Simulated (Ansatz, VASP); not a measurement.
# InSe: VASP beside Ansatz

The input INCAR:

```
PREC = Accurate ; ENCUT = 400
EDIFF = 1E-6 ; ISMEAR = 0
SIGMA = 0.05 ; LREAL = False
LASPH = True ; NELM = 120
ALGO = Normal ; ISIF = 2
LWAVE = False ; LCHARG = False
LDIPOL = True ; IDIPOL = 3
DIPOL = 0.5 0.5 0.412 ; GGA = PE
IVDW = 12 ; NBANDS = 48
GGA_COMPAT = False ; NELMDL = -8
```

KPOINTS

```
Automatic mesh
0
Gamma
  9 9 1
```

Contents of POSCAR:

```
InSe
1.0
    4.0266103653      0.0000000000      0.0000000000
   -2.0133051827      3.4871468675      0.0000000000
    0.0000000000      0.0000000000     28.2707107737
Se In
4 4
Direct
    0.0000000000      0.0000000000      0.1591753400
    0.0000000000      0.0000000000      0.3496677344
    0.2222222222      0.6666666667      0.4738244996
    0.2222222222      0.6666666667      0.6643168940
    0.6666666667      0.3333333333      0.2049979902
    0.6666666667      0.3333333333      0.3038451596
    0.8888888889      1.0000000000      0.5196471499
    0.8888888889      1.0000000000      0.6184943192
```

Input for Ansatz:

```yaml
crystal:
  lattice:
    - [4.0266103653, 0.0, 0.0]
    - [-2.0133051827, 3.4871468675, 0.0]
    - [0.0, 0.0, 28.2707107737]
  atoms:
    - { symbol: Se, position: [0.0, 0.0, 0.15917534] }
    - { symbol: In, position: [0.6666666667, 0.3333333333, 0.2049979902] }
    - { symbol: In, position: [0.6666666667, 0.3333333333, 0.3038451596] }
    - { symbol: Se, position: [0.0, 0.0, 0.3496677344] }
    - { symbol: Se, position: [0.2222222222, 0.6666666667, 0.4738244996] }
    - { symbol: In, position: [0.8888888889, 1.0, 0.5196471499] }
    - { symbol: In, position: [0.8888888889, 1.0, 0.6184943192] }
    - { symbol: Se, position: [0.2222222222, 0.6666666667, 0.664316894] }
basis:
  ecutwfc: 420
kpoints:
  mp_grid: { grid: [9, 9, 1] }
hamiltonian:
  xc: pbe
  pseudopotentials: { kind: paw, azcp: { folder: soft_1 } }
  dispersion: d3bj
scf:
  occupations: { method: gaussian, width: 0.05 }
output:
  forces: true
  eigenvalues: true
efield:
  axis: 3
  dipole_correction: true
  ramp_width: 0.04
```

Alike in both runs: task single point; functional PBE; dispersion D3(BJ); k mesh 9 × 9 × 1; occupations gaussian, width 0.05 eV; no spin polarisation.

|  | VASP | Ansatz |
| --- | --- | --- |
| version | VASP 6.6.1 | Ansatz 0.2.0 |
| potentials or method | VASP PAW PBE potentials, release 64 (Se, In_d), cutoff 400 eV | scalar-relativistic, plane waves, PAW |
| valence electrons in the cell | 76 | 116 |

Ansatz gave:

```
gap on the k mesh at the Fermi level (eV) : 1.23
least direct gap on the mesh (eV)         : 1.27
rms of the force components (eV/Å)        : 0.021
```

Task: Estimate VASP's values.

Result: gap on the k mesh at the Fermi level (eV): 1.22; least direct gap on the mesh (eV): 1.26; rms of the force components (eV/Å): 0.023.

VASP's potentials hold 76 valence electrons a cell and Ansatz's 116, so a difference there can come from the potentials and not from the codes.
